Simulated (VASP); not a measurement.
# Li: electric field gradients with PBEsol

Li:

```
Li
1.0
     0.00000    2.15705    2.15705
     2.15705    0.00000    2.15705
     2.15705    2.15705    0.00000
Li
1
Direct
  0.00000 0.00000 0.00000
```

This cell differs from its parent crystal: volume scaled by 0.94.

```
Program                : VASP 6.6.1
Task                   : electric field gradients
Functional             : PBEsol
Potentials or basis    : VASP PAW PBE potentials, release 64 (Li_sv)
Cutoff                 : 650 eV
k mesh                 : 13 × 13 × 13
Occupations            : fermi-dirac, width 0.08 eV
Spin                   : no spin polarisation
Dipole correction      : no
Further INCAR settings : ALGO = Normal; EDIFF = 1e-08; NBANDS = 8
```

```yaml
Pressure: -0.1 GPa
```

Levels at points of the mesh, in eV from the Fermi level:
| k point | band 1 | band 2 | band 3 | band 4 | band 5 | band 6 | band 7 |
| --- | --- | --- | --- | --- | --- | --- | --- |
| (0.00, 0.00, 0.00) | -45.91 | -3.59 | 14.45 | 14.45 | 14.45 | 18.31 | 18.31 |

It took 11 s on 1 thread of Intel(R) Xeon(R) Platinum 8559C (Emerald Rapids), with other jobs on the host, peak memory 0.15 GiB.

Caveat: without QUAD_EFG the Cq values of the log hold for a quadrupole moment of 1 mb, not for the nuclei; the PAW data sets were made with another functional, which shifts forces and pressure a little.
